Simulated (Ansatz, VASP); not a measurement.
## One calculation of BAs, two programs

```
B As
1.0
     0.00000    2.40376    2.40376
     2.40376    0.00000    2.40376
     2.40376    2.40376    0.00000
B As
1 1
Direct
  0.00000 0.00000 0.00000
  0.75000 0.75000 0.75000
```

Alike in both runs: task single point; functional PBE; k mesh 12 × 12 × 12; occupations gaussian, width 0.05 eV; no spin polarisation.

|  | VASP | Ansatz |
| --- | --- | --- |
| version | VASP 6.6.1 | Ansatz 0.2.0 |
| potentials or method | VASP PAW PBE potentials, release 64 (B, As), cutoff 520 eV | scalar-relativistic, plane waves, PAW |
| valence electrons in the cell | 8 | 18 |

|  | VASP | Ansatz | Ansatz less VASP |
| --- | --- | --- | --- |
| gap on the k mesh at the Fermi level (eV) | 1.20 | 1.21 | +0.009 |
| least direct gap on the mesh (eV) | 3.25 | 3.26 | +0.005 |
| pressure (GPa) | 0.7 | 0.1 | -0.60 |

The functional is the same, so the differences come from potentials, cutoffs and numerics. VASP's potentials hold 8 valence electrons a cell and Ansatz's 18, so a difference there can come from the potentials and not from the codes.
